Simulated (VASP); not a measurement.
ZrB2, 3 atoms in the cell. The structure is hexagonal, space group P6/mmm (No. 191). The conventional cell has a = 3.144 Å, b = 3.144 Å, c = 3.485 Å, α = 90.00°, β = 90.00°, γ = 120.00°. Within 3.3 Å of Zr (site symmetry 6/mmm) lie 12 B at 2.52 Å and 6 Zr at 3.14 Å. B (site symmetry -6m2) has 3 B at 1.82 Å within 2.4 Å. 

- Program: VASP 6.6.1
- Task: single point
- Functional: PBEsol
- Dispersion: D4
- Potentials or basis: VASP PAW PBE potentials, release 64 (Zr_sv, B)
- Cutoff: 520 eV
- k mesh: 10 × 10 × 8
- Occupations: fermi-dirac, width 0.05 eV
- Spin: no spin polarisation
- Dipole correction: no
- Further INCAR settings: ALGO = Normal; EDIFF = 1e-06; NBANDS = 16

Potentials or basis: VASP PAW PBE potentials, release 64 (Zr_sv, B).

Launch:

```bash
$ cat potpaw_PBE.64/Zr_sv/POTCAR potpaw_PBE.64/B/POTCAR > POTCAR
$ mpirun -np 1 vasp_std > vasp.out
```

Hardware: 1 thread of Intel(R) Xeon(R) Platinum 8375C CPU @ 2.90GHz (Ice Lake) (shared host).

**Question.** Estimate the wall time of this run.

**Answer.** It took 18 s on 1 thread of Intel(R) Xeon(R) Platinum 8375C CPU @ 2.90GHz (Ice Lake), with other jobs on the host, peak memory 0.16 GiB. Counts: scf iterations 13, k points 70.
